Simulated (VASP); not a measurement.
Au: relaxation of cell and atoms with LDA

Crystal: Au.

```xyz
2
Lattice="2.8370 0.0000 0.0000 -1.4185 2.4569 0.0000 0.0000 0.0000 4.7618" Properties=species:S:1:pos:R:3 pbc="T T T"
Au    0.0000    1.6379    3.5714
Au    1.4185    0.8190    1.1905
```

| Property | Result |
| --- | --- |
| Program | VASP 6.6.1 |
| Task | relaxation of cell and atoms |
| Functional | LDA |
| Potentials or basis | VASP PAW LDA potentials, release 64 (Au) |
| Cutoff | 500 eV |
| k mesh | 18 × 18 × 10 |
| Occupations | fermi-dirac, width 0.15 eV |
| Spin | no spin polarisation |
| Target pressure | 3 GPa |
| Dipole correction | no |
| Further INCAR settings | ALGO = Normal; EDIFF = 1e-07; IBRION = 2; EDIFFG = -0.001; NSW = 80; ISIF = 3 |

```
Relaxed volume                                         : 16.39 Å³/atom
Relaxed cell                                           : a = 2.828 Å, b = 2.828 Å, c = 4.733 Å, α = 90.00°, β = 90.00°, γ = 120.00°
Space group after relaxing (to 0.05 Å)                 : P6_3/mmc (No. 194)
Energy change on relaxing (the enthalpy is what falls) : +2.2 meV/atom
Ionic steps                                            : 11
Pressure after relaxing                                : 3.0 GPa
Band gap on the k mesh                                 : zero (band 11 reaches 14.44 eV, above the bottom of band 12 at 7.22 eV)
```

The path:
```csv
step,energy change (eV),largest force (eV/Å),pressure (GPa),volume (Å³)
1,0.0000,0.0000,0.51,33.19
2,0.0335,0.0000,8.60,31.97
3,0.0044,0.0000,2.98,32.78
4,0.0045,0.0000,3.02,32.77
5,0.0045,0.0000,3.03,32.77
6,0.0045,0.0000,3.03,32.77
7,0.0045,0.0000,3.03,32.77
8,0.0045,0.0000,3.03,32.77
9,0.0045,0.0000,3.03,32.77
10,0.0042,0.0000,2.94,32.79
11,0.0045,0.0000,2.99,32.78
```

Final structure:
```
CELL_PARAMETERS angstrom
2.82770 0.00000 0.00000
-1.41385 2.44886 0.00000
0.00000 0.00000 4.73336
ATOMIC_POSITIONS crystal
Au 0.33333 0.66667 0.75000
Au 0.66667 0.33333 0.25000
```

Levels at points of the mesh, in eV from the Fermi level:
| k point | band 7 | band 8 | band 9 | band 10 | band 11 | band 12 | band 13 | band 14 | band 15 |
| --- | --- | --- | --- | --- | --- | --- | --- | --- | --- |
| (0.00, 0.00, 0.00) | -4.45 | -3.71 | -3.71 | -2.21 | -2.21 | -1.34 | 2.93 | 14.53 | 15.75 |
| (0.50, 0.00, 0.00) | -3.93 | -1.94 | -1.88 | -1.68 | 0.38 | 1.67 | 5.86 | 7.44 | 7.66 |
| (0.00, 0.00, 0.50) | -4.83 | -4.83 | -2.71 | -2.71 | -2.71 | -2.71 | 10.97 | 10.97 | 14.85 |
| (0.50, 0.00, 0.50) | -2.50 | -2.50 | -1.76 | -1.76 | 0.36 | 0.36 | 4.20 | 4.20 | 13.41 |

It took 5.2 min on 1 thread of Intel(R) Xeon(R) 6975P-C (Granite Rapids), with other jobs on the host, peak memory 0.22 GiB.

Caveat: the cell is relaxed towards a set pressure, so the enthalpy falls and the energy may rise; spin-orbit coupling is left out, which moves the levels of the heavy elements. LDA usually gives volumes a few per cent too small.
